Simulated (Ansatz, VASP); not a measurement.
**K4AlAs2 in VASP and in Ansatz**

INCAR

```
SYSTEM = K4AlAs2
  PREC = Accurate
  ENCUT = 520
  EDIFF = 1E-6
  ISMEAR = 0
  SIGMA = 0.1827
  LREAL = .FALSE.
  LASPH = .TRUE.
  NELM = 60
  ALGO = Normal
  ISIF = 2
  LWAVE = .FALSE.
  LCHARG = .FALSE.
  GGA = PE
  NBANDS = 34
```

The input KPOINTS:

```
regular mesh
0
G
  7 7 7
  0 0 0
```

File POSCAR:

```
K4AlAs2
1.0
    2.9176810000      5.0535710000      0.0000000000
   -2.9176810000      5.0535710000      0.0000000000
    0.0000000000     -3.3690440000      8.8341420000
Al K As
1 4 2
Direct
    0.0000000000      0.0000000000      0.0000000000
    0.3761500000      0.3761500000      0.1284500000
    0.6238500000      0.6238500000      0.8715500000
    0.2083300000      0.2083300000      0.6249900000
    0.7916700000      0.7916700000      0.3750100000
    0.0798500000      0.0798500000      0.2395500000
    0.9201500000      0.9201500000      0.7604500000
```

Input for Ansatz:

```yaml
crystal:
  lattice:
    - [2.917681, 5.053571, 0.0]
    - [-2.917681, 5.053571, 0.0]
    - [0.0, -3.369044, 8.834142]
  atoms:
    - { symbol: Al, position: [0.0, 0.0, 0.0] }
    - { symbol: K, position: [0.37615, 0.37615, 0.12845] }
    - { symbol: K, position: [0.62385, 0.62385, 0.87155] }
    - { symbol: As, position: [0.07985, 0.07985, 0.23955] }
    - { symbol: As, position: [0.92015, 0.92015, 0.76045] }
    - { symbol: K, position: [0.20833, 0.20833, 0.62499] }
    - { symbol: K, position: [0.79167, 0.79167, 0.37501] }
  symmetry: { tolerance: 0.0003 }
kpoints:
  mp_grid: { grid: [7, 7, 7], shift: [0, 0, 0] }
  band_path:
    path:
      - [0.0, 0.0, 0.0]
      - [0.0, 0.0, 0.5]
      - [0.30909324, -0.30909324, 0.5]
      - [0.30909324, -0.38181352, 0.19090676]
      - [0.5, 0.0, 0.0]
      - [0.0, 0.0, 0.0]
      - [0.34545338, -0.34545338, 0.0]
      - [0.30909324, -0.34545338, 0.34545338]
      - [0.0, -0.5, 0.5]
      - [0.0, 0.0, 0.0]
    npoints: 6
magnetization:
  spin_polarized: false
scf:
  occupations: { method: gaussian, width: 0.1827 }
  lower_state_search: "off"
  max_iter: 200
hamiltonian:
  pseudopotentials: { kind: paw }
  xc: pbe
basis:
  ecutwfc: 420
  fft_grid_basis: typed
output:
  forces: true
  stress: true
  eigenvalues: true
  bader: true
  populations: true
  elf: true
  write_potential: true
  volumetric_format: npy
  dos:
    e_range: [-12, 8]
    de: 0.05
    projected: { site_lists: { Al: [Al], As: [As], K: [K] } }
checkpoint:
  read: saved_state
```

Alike in both runs: task single point; functional PBE; k mesh 7 × 7 × 7; occupations gaussian, width 0.1827 eV; no spin polarisation.

|  | VASP | Ansatz |
| --- | --- | --- |
| version | VASP 6.6.1 | Ansatz 0.2.0 |
| potentials or method | VASP PAW PBE potentials, release 64 (Al, K_sv, As), cutoff 520 eV | PAW plane waves |
| valence electrons in the cell | 49 | 69 |

|  | VASP | Ansatz | Ansatz less VASP |
| --- | --- | --- | --- |
| pressure (GPa) | 3.5 | 3.4 | -0.07 |
| rms of the force components (eV/Å) | 0.996 | 0.979 | -0.0167 |

With one functional, cell and mesh, what is left measures potentials, basis and numerics. VASP's potentials hold 49 valence electrons a cell and Ansatz's 69, so a difference there can come from the potentials and not from the codes. Ansatz's warnings: structure snapped to symmetry.
